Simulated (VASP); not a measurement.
A run of VASP 6.6.1 is set up as follows.

Contents of INCAR:

```
PREC = Accurate ; ENCUT = 600
EDIFF = 1E-7 ; ISMEAR = -1
SIGMA = 0.02 ; LREAL = False
LASPH = True ; NELM = 80
ALGO = Normal ; ISIF = 3
LWAVE = False ; LCHARG = False
GGA = PS ; IBRION = 2
NSW = 80 ; EDIFFG = -0.005
```

File KPOINTS:

```
Automatic mesh
0
Gamma
  6 6 6
```

File POSCAR:

```
TiTe2
1.0
    0.0000000000      3.4356562562      3.4356562562
    3.4356562562      0.0000000000      3.4356562562
    3.4356562562      3.4356562562      0.0000000000
Ti Te
1 2
Direct
    0.0000000000      0.0000000000      0.0000000000
    0.2500000000      0.2500000000      0.2500000000
    0.7500000000      0.7500000000      0.7500000000
```

Potentials or basis: VASP PAW PBE potentials, release 64 (Ti_sv, Te).

Command:

```console
$ cat potpaw_PBE.64/Ti_sv/POTCAR potpaw_PBE.64/Te/POTCAR > POTCAR
$ mpirun -np 1 vasp_std > vasp.out
```

Task: Predict the relaxed cell.

Result: a = 4.781 Å, b = 4.781 Å, c = 4.781 Å, α = 60.00°, β = 60.00°, γ = 60.00°.

Task: Estimate the relaxed volume.

Result: 25.76 Å³/atom.

Task: Estimate the space group after relaxing (to 0.05 Å).

Result: Fm-3m (No. 225).

Final structure:
```
Ti Te
1.0
     0.00000    3.38093    3.38093
     3.38093    0.00000    3.38093
     3.38093    3.38093    0.00000
Ti Te
1 2
Direct
  0.00000 0.00000 0.00000
  0.25000 0.25000 0.25000
  0.75000 0.75000 0.75000
```

Caveat: the PAW data sets were made with another functional, which shifts forces and pressure a little.
